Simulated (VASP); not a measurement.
# H2C3O in VASP: a series of runs, part 2 of 2

VASP 6.6.1. The steps go on from the part before.

## (4) Single point, LDA

Contents of INCAR:

```
SYSTEM = H2C3O
PREC     = Accurate       ! precision mode
ENCUT    = 910            ! plane-wave cutoff, eV
EDIFF    = 1E-6           ! SCF threshold, eV
ISMEAR   = -1             ! smearing method
SIGMA    = 0.02           ! smearing width, eV
LREAL    = Auto         
LASPH    = .TRUE.         ! aspherical terms in the spheres
NELM     = 120            ! most SCF steps
ALGO     = Normal         ! electronic algorithm
ISIF     = 2              ! what is computed and relaxed
LWAVE    = .FALSE.        ! write WAVECAR
LCHARG   = .TRUE.         ! write CHGCAR
LELF     = .TRUE.         ! ELF
LVHAR    = .TRUE.       
NBANDS   = 84             ! bands
GGA_COMPAT= .FALSE.
```

Contents of KPOINTS:

```
Automatic mesh
0
G
  1 1 1
  0 0 0
```

Contents of POSCAR:

```
H2C3O
1.0
    9.1577140000      0.0000000000      0.0000000000
    0.0000000000      9.1577140000      0.0000000000
    0.0000000000      0.0000000000      9.1577140000
C H O
18 12 6
Direct
    0.8837685912      0.1581835816      0.1890428113
    0.9623362337      0.1177914051      0.0929817201
    0.6316641904      0.9473980078      0.2389133358
    0.5394686927      1.0366451715      0.2142346878
    0.9193888344      0.9175979944      0.5246069052
    0.8501794225      1.0089635907      0.5877449329
    0.2037408026      0.0537033587      0.7597201660
    0.2810745127      0.0549045319      0.8679131058
    0.9966242667      0.3104049766      0.7152112416
    0.8833754800      0.3509937087      0.6734650154
    0.9857700295      0.5874391797      0.3803569319
    0.9233854650      0.5696072186      0.2616919463
    0.3383049525      0.4409397367      0.7790372139
    0.3045956666      0.2925620957      0.1886497001
    0.7912345810      0.5591133333      0.9009344472
    0.6560916840      0.1341164400      0.9758221320
    0.0397479109      0.6825720917      0.7116077222
    0.5603909447      0.7854471105      0.5741279974
    1.0230063966      0.0601023356      0.0171876955
    0.8067297144      0.1825237172      0.2702857940
    0.4602458649      1.1149944189      0.2081305444
    0.7167618469      0.8710470757      0.2494509001
    0.7912891798      1.0942468830      0.6369711917
    0.9732669092      0.8355797091      0.4731639359
    0.3591398465      0.0942593315      0.9480422734
    0.1544490252      0.0390162873      0.6491467194
    0.7950346560      0.4254227638      0.6544100416
    1.0888634434      0.2619867797      0.7629196544
    0.8593847766      0.5235586086      0.1689177015
    1.0342319055      0.5805160546      0.4910504958
    0.3939957068      0.4678896939      0.8851554001
    0.2246521348      0.3842443649      0.2079012295
    0.6759765592      0.5820120611      0.8640802716
    0.5943732246      0.2415231574      0.9972576125
    0.0645029971      0.7418008468      0.8140131915
    0.5151940757      0.8777954848      0.6366326793
```

Potentials or basis: VASP PAW LDA potentials, release 64 (C_h, H_h, O_h).

Started as:

```sh
$ cat potpaw_LDA.64/C_h/POTCAR potpaw_LDA.64/H_h/POTCAR potpaw_LDA.64/O_h/POTCAR > POTCAR
$ mpirun -np 1 vasp_gam > vasp.out
```

OUTCAR:

```text
SYSTEM = H2C3O
   PREC = Accurate
   ENCUT = 910
   EDIFF = 1E-6
   ISMEAR = -1
   LREAL = Auto
   LASPH = .TRUE.
   NELM = 120
   ISIF = 2

 ion  position               nearest neighbor table
   1  0.884  0.158  0.189-  20 1.05   2 1.20
   2  0.962  0.118  0.093-  19 1.03   1 1.20
   3  0.632  0.947  0.239-  22 1.05   4 1.20
   4  0.539  0.037  0.214-  21 1.02   3 1.20
   5  0.919  0.918  0.525-  24 1.01   6 1.20
   6  0.850  0.009  0.588-  23 1.05   5 1.20
   7  0.204  0.054  0.760-  26 1.12   8 1.22
   8  0.281  0.055  0.868-  25 1.09   7 1.22
   9  0.997  0.310  0.715-  28 1.05  10 1.17
  10  0.883  0.351  0.673-  27 1.07   9 1.17
  11  0.986  0.587  0.380-  30 1.11  12 1.24
  12  0.923  0.570  0.262-  29 1.11  11 1.24
  13  0.338  0.441  0.779-  31 1.12
  14  0.305  0.293  0.189-  32 1.13
  15  0.791  0.559  0.901-  33 1.13
  16  0.656  0.134  0.976-  34 1.15
  17  0.040  0.683  0.712-  35 1.11
  18  0.560  0.785  0.574-  36 1.10
[... 16 lines left out ...]
  35  0.065  0.742  0.814-  17 1.11
  36  0.515  0.878  0.637-  18 1.10

  LATTYP: Found a simple cubic cell.
 ALAT       =     9.1577140000

  Lattice vectors:

 A1 = (   9.1577140000,   0.0000000000,   0.0000000000)
 A2 = (   0.0000000000,   9.1577140000,   0.0000000000)
 A3 = (   0.0000000000,   0.0000000000,   9.1577140000)

Analysis of symmetry for initial positions (statically):
=====================================================================
 Subroutine PRICEL returns:
 Original cell was already a primitive cell.

 Routine SETGRP: Setting up the symmetry group for a
 simple cubic supercell.

 Subroutine GETGRP returns: Found  1 space group operations
 (whereof  1 operations were pure point group operations)
 out of a pool of 48 trial point group operations.

The static configuration has the point symmetry C_1 .

Analysis of symmetry for dynamics (positions and initial velocities):
=====================================================================
 Subroutine PRICEL returns:
 Original cell was already a primitive cell.

 Routine SETGRP: Setting up the symmetry group for a
 simple cubic supercell.

 Subroutine GETGRP returns: Found  1 space group operations
 (whereof  1 operations were pure point group operations)
 out of a pool of 48 trial point group operations.

The dynamic configuration has the point symmetry C_1 .

 Subroutine INISYM returns: Found  1 space group operations
 (whereof  1 operations are pure point group operations),
 and found     1 'primitive' translations

----------------------------------------------------------------------------------------

                                     Primitive cell

  volume of cell :     768.0000

  direct lattice vectors                    reciprocal lattice vectors
     9.157714000  0.000000000  0.000000000     0.109197557  0.000000000  0.000000000
     0.000000000  9.157714000  0.000000000     0.000000000  0.109197557  0.000000000
     0.000000000  0.000000000  9.157714000     0.000000000  0.000000000  0.109197557

  length of vectors
     9.157714000  9.157714000  9.157714000     0.109197557  0.109197557  0.109197557

  position of ions in fractional coordinates (direct lattice)
     0.883768591  0.158183582  0.189042811
     0.962336234  0.117791405  0.092981720
     0.631664190  0.947398008  0.238913336
     0.539468693  0.036645171  0.214234688
     0.919388834  0.917597994  0.524606905
     0.850179422  0.008963591  0.587744933
[... 28 lines left out ...]
     0.064502997  0.741800847  0.814013192
     0.515194076  0.877795485  0.636632679

  ion indices of the primitive-cell ions
   primitive index   ion index
                 1           1
                 2           2
                 3           3
                 4           4
                 5           5
                 6           6
[... 28 lines left out ...]
                35          35
                36          36

----------------------------------------------------------------------------------------

 KPOINTS: Automatic mesh

Automatic generation of k-mesh.
 Grid dimensions read from file:
 generate k-points for:    1    1    1

 Generating k-lattice:

  Cartesian coordinates                     Fractional coordinates (reciprocal lattice)
     0.109197557  0.000000000  0.000000000     1.000000000  0.000000000  0.000000000
     0.000000000  0.109197557  0.000000000     0.000000000  1.000000000  0.000000000
     0.000000000  0.000000000  0.109197557     0.000000000  0.000000000  1.000000000

  Length of vectors
     0.109197557  0.109197557  0.109197557

  Shift w.r.t. Gamma in fractional coordinates (k-lattice)
     0.000000000  0.000000000  0.000000000

 Subroutine IBZKPT returns following result:
 ===========================================

 Found      1 irreducible k-points:

 Following reciprocal coordinates:
            Coordinates               Weight
  0.000000  0.000000  0.000000      1.000000
   k-points           NKPTS =      1   k-points in BZ     NKDIM =      1   number of bands    NBANDS=     84
   number of dos      NEDOS =    301   number of ions     NIONS =     36
   total plane-waves  NPLWV = 729000
   dimension x,y,z NGX =    90 NGY =   90 NGZ =   90
   dimension x,y,z NGXF=   180 NGYF=  180 NGZF=  180
   ions per type =              18  12   6
   NGX,Y,Z   is equivalent  to a cutoff of  16.34, 16.34, 16.34 a.u.
   NGXF,Y,Z  is equivalent  to a cutoff of  32.68, 32.68, 32.68 a.u.
 SYSTEM =  H2C3O
   PREC   = accura    normal or accurate (medium, high low for compatibility)
   ISTART =      0    job   : 0-new  1-cont  2-samecut
   ICHARG =      2    charge: 1-file 2-atom 10-const
   ISPIN  =      1    spin polarized calculation?
   LNONCOLLINEAR =      F non collinear calculations
   LSORBIT =      F    spin-orbit coupling
   LASPH  =      T    aspherical Exc in radial PAW
   ENCUT  =  910.0 eV  66.88 Ry    8.18 a.u.  22.52 22.52 22.52*2*pi/ulx,y,z
   NELM   =    120;   NELMIN=  2; NELMDL= -5     # of ELM steps
   EDIFF  = 0.1E-05   stopping-criterion for ELM
   LREAL  =      T    real-space projection
   EDIFFG = 0.1E-04   stopping-criterion for IOM
   NSW    =      0    number of steps for IOM
   IBRION =     -1    ionic relax: 0-MD 1-quasi-New 2-CG
   NFREE  =      0    steps in history (QN), initial steepest desc. (CG)
   ISIF   =      2    stress and relaxation
   ISYM   =      2    0-nonsym 1-usesym 2-fastsym
   POTIM  = 0.5000    time-step for ionic-motion
   TEBEG  =    0.0;   TEEND  =   0.0 temperature during run
   PSTRESS=    0.0 pullay stress
   NELECT =     120.0000    total number of electrons
   NUPDOWN=      -1.0000    fix difference up-down
   EMIN   =  10.00;   EMAX   =-10.00  energy-range for DOS
   EFERMI =   0.00;   METHOD = LEGACY
   ISMEAR =    -1;   SIGMA  =   0.02  broadening in eV -4-tet -1-fermi 0-gaus
   EFERMI_NEDOS =   21; number of points for ismear=-14 and -15
   IALGO  =     38    algorithm
   IMIX   =      4    mixing-type and parameters
     AMIX     =   0.40;   BMIX     =  1.00
     AMIX_MAG =   1.60;   BMIX_MAG =  1.00
  volume/ion in A,a.u.               =      21.33       143.96
  Fermi-wavevector in a.u.,A,eV,Ry     =   0.881755  1.666276 10.578431  0.777493
  Thomas-Fermi vector in A             =   2.002295
   LORBIT       =      0    0 simple, 1 ext, 2 COOP (PROOUT), +10 PAW based schemes
   GGA     = CA    functional components
   LHFCALC =     F    Hartree Fock is set to
   AEXX    =    0.0000 exact exchange contribution
   IVDW    =     0    specifies the selected vdW correction
   LEPSILON=     F    determine dielectric tensor
   LRPA    =     F    only Hartree local field effects (RPA)
 non-spin polarized calculation
  energy-cutoff  :      910.00
  volume of cell :      768.00
 maximum number of plane-waves:     23969
 NGX is ok and might be reduce to    90
   NGX = 45   NGY = 45   NGZ = 45

 number of electron     120.0000005 magnetization

 Free energy of the ion-electron system (eV)
  ---------------------------------------------------
  ext. energy  EPLUGINS =         0.00000000
  ---------------------------------------------------
  free energy    TOTEN  =      -239.50469158 eV

  energy without entropy =     -239.50469158  energy(sigma->0) =     -239.50469158

 E-fermi :  -3.6195     XC(G=0):  -5.9158

 val. band max:       -4.1258708014   @ k =   0.0000   0.0000   0.0000
 cond. band min:       0.0188826436   @ k =   0.0000   0.0000   0.0000
 fundamental gap:      4.1447534450
 Fermi energy:        -3.6194995923

 k-point     1 :       0.0000    0.0000    0.0000
  band No.  band energies     occupation
      1     -26.7525      2.00000
      2     -26.6062      2.00000
      3     -26.5541      2.00000
      4     -26.5497      2.00000
      5     -26.4916      2.00000
      6     -25.7530      2.00000
[... 64 lines left out ...]
     71       1.1320      0.00000
     72       1.1781      0.00000
 [bands above 72 left out]

------------------------ aborting loop because EDIFF is reached ----------------------------------------

  FORCE on cell =-STRESS in cart. coord.  units (eV):
  Direction    XX          YY          ZZ          XY          YZ          ZX
  --------------------------------------------------------------------------------------
  -------------------------------------------------------------------------------------
  Total        8.5476731      7.0015209      1.2812462     -7.8324436      3.1075381     -3.4460263
  in kB       17.8318851     14.6063513      2.6728953    -16.3397961      6.4828477     -7.1889911
  external PRESSURE =      11.7037106 kB  Pullay stress =       0.0000000 kB

 VOLUME and BASIS-vectors are now :
 -----------------------------------------------------------------------------
  energy-cutoff  :      910.00
  volume of cell :      768.00
      direct lattice vectors                 reciprocal lattice vectors
     9.157714000  0.000000000  0.000000000     0.109197557  0.000000000  0.000000000
     0.000000000  9.157714000  0.000000000     0.000000000  0.109197557  0.000000000
     0.000000000  0.000000000  9.157714000     0.000000000  0.000000000  0.109197557

 POSITION                                       TOTAL-FORCE (eV/Angst)
 -----------------------------------------------------------------------------------
      8.09330      1.44860      1.73120         0.168392      0.026565     -0.101269
      8.81280      1.07870      0.85150        -0.484025      0.241618      0.758062
      5.78460      8.67600      2.18790        -0.163074      0.026911     -0.047490
      4.94030      0.33559      1.96190         1.116721     -1.486998      0.599048
      8.41950      8.40310      4.80420        -1.107397      1.612188      1.098187
      7.78570      0.08209      5.38240         0.229751     -0.350802     -0.360576
[... 28 lines left out ...]
      0.59070      6.79320      7.45450         0.575735      1.247171      2.252866
      4.71800      8.03860      5.83010        -1.284494      2.625650      1.758344
 -----------------------------------------------------------------------------------
    total drift:                               -0.003975      0.008424      0.009277

  FREE ENERGIE OF THE ION-ELECTRON SYSTEM (eV)
  ---------------------------------------------------
  free  energy   TOTEN  =      -239.5046915754 eV

  energy  without entropy=     -239.5046915753  energy(sigma->0) =     -239.50469158
```

Wall time 3.2 min (1 thread of Intel Xeon 6975P-C (Granite Rapids), shared host); peak memory 0.87 GiB.

Results:

* Free energy: -239.5047 eV
* Pressure: 1.2 GPa
* Largest force: 4.439 eV/Å
* Band gap on the k mesh: 4.14 eV

Forces on the atoms (eV/Å):
```
C    0.168  0.027 -0.101
C   -0.484  0.242  0.758
C   -0.163  0.027 -0.047
C    1.117 -1.487  0.599
C   -1.107  1.612  1.098
C    0.230 -0.351 -0.361
C    0.565 -0.568 -0.443
C   -0.358  0.833 -0.904
C    2.808 -1.300  1.198
C   -3.616  2.297 -1.164
C   -1.159 -0.807 -1.973
C    0.613 -0.422  2.025
C   -0.177 -0.063 -0.271
C   -0.393  0.320  0.005
C    0.061  0.005  0.268
C   -0.804  1.402 -0.100
C   -0.451 -1.229 -2.050
C    1.305 -2.626 -1.761
H    1.164 -0.618 -1.440
H   -0.591  0.431  0.829
H   -1.796  1.701 -0.258
H    0.767 -0.712  0.189
H   -0.490  0.712  0.570
H    1.362 -2.070 -1.438
H   -0.238 -0.447  0.186
H    0.081  0.086  1.219
H   -0.389 -0.284 -0.468
H    1.102 -0.486  0.326
H    0.747  0.787  0.598
H   -0.270  0.388 -0.758
O    0.082  0.039  0.287
O    0.269 -0.225 -0.074
O   -0.117  0.056 -0.136
O    0.872 -1.142 -0.419
O    0.576  1.247  2.253
O   -1.284  2.626  1.758
```

Caveat: the k points lie up to 0.69 Å⁻¹ apart; the cutoff is under 1.25 times the usual one of these potentials, so pressure, stress and relaxed cells hold a basis-set (Pulay) error.

## (5) The runs side by side

| cell | gap on the mesh (eV) | pressure (GPa) | largest force (eV/Å) |
| --- | --- | --- | --- |
| as given, atomic positions A | 4.07 | 0.1 | 3.69 |
| as given, atomic positions B | 4.19 | -0.9 | 2.34 |
| as given, atomic positions C | 4.14 | 1.2 | 4.44 |

Alike in all rows: task single point; level LDA; potentials or basis VASP PAW LDA potentials, release 64 (C_h, H_h, O_h); no spin polarisation; k mesh 1 × 1 × 1; cutoff (eV) 910; smearing fermi-dirac 0.02 eV.

Caveats: all runs use coarse meshes; the cutoff is under 1.25 times the usual one of these potentials, so pressure, stress and relaxed cells hold a basis-set (Pulay) error; the atoms stand as in a frame of molecular dynamics (at least some runs).

Total energies depend on the potentials used, so only differences within one code and one set of settings carry meaning.
